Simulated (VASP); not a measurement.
A run of VASP 6.6.1 is set up as follows.

Contents of POSCAR:

```
SrO
1.0
    0.0000000000      2.5798923266      2.5798923266
    2.5798923266      0.0000000000      2.5798923266
    2.5798923266      2.5798923266      0.0000000000
Sr O
1 1
Direct
    0.0000000000      0.0000000000      0.0000000000
    0.5000000000      0.5000000000      0.5000000000
```

File INCAR.step1:

```
SYSTEM = SrO
PREC = Accurate
ENCUT = 520
EDIFF = 1E-5
ISMEAR = 0
SIGMA = 0.01
LREAL = .FALSE.
LASPH = .TRUE.
NELM = 60
ALGO = Normal
ISIF = 2
LWAVE = .TRUE.
LCHARG = .FALSE.
GGA = PE
NBANDS = 15
```

Contents of INCAR.step2:

```
SYSTEM = SrO
PREC = Accurate
ENCUT = 520
EDIFF = 1E-7
ISMEAR = 0
SIGMA = 0.01
LREAL = .FALSE.
LASPH = .TRUE.
NELM = 60
ALGO = Normal
ISIF = 2
LWAVE = .FALSE.
LCHARG = .FALSE.
GGA = PE
LHFCALC = .TRUE.
HFSCREEN = 0.2079
PRECFOCK = Normal
ISTART = 1
NBANDS = 15
```

The input KPOINTS:

```
regular mesh
0
G
  6 6 6
  0 0 0
```

Potentials or basis: VASP PAW PBE potentials, release 64 (Sr_sv, O).

The run is started by

```sh
$ cat potpaw_PBE.64/Sr_sv/POTCAR potpaw_PBE.64/O/POTCAR > POTCAR
$ cp INCAR.step1 INCAR
$ mpirun -np 1 vasp_std > vasp.out
$ cp INCAR.step2 INCAR
$ mpirun -np 1 vasp_std > vasp.out
```

Q: What does it give for the band gap on the k mesh?

A: 4.74 eV, indirect (least direct gap 4.85 eV).

Q: Estimate the pressure.

A: 0.2 GPa.

Caveat: the PAW data sets were made with another functional, which shifts forces and pressure a little. A k mesh can miss the band edges.
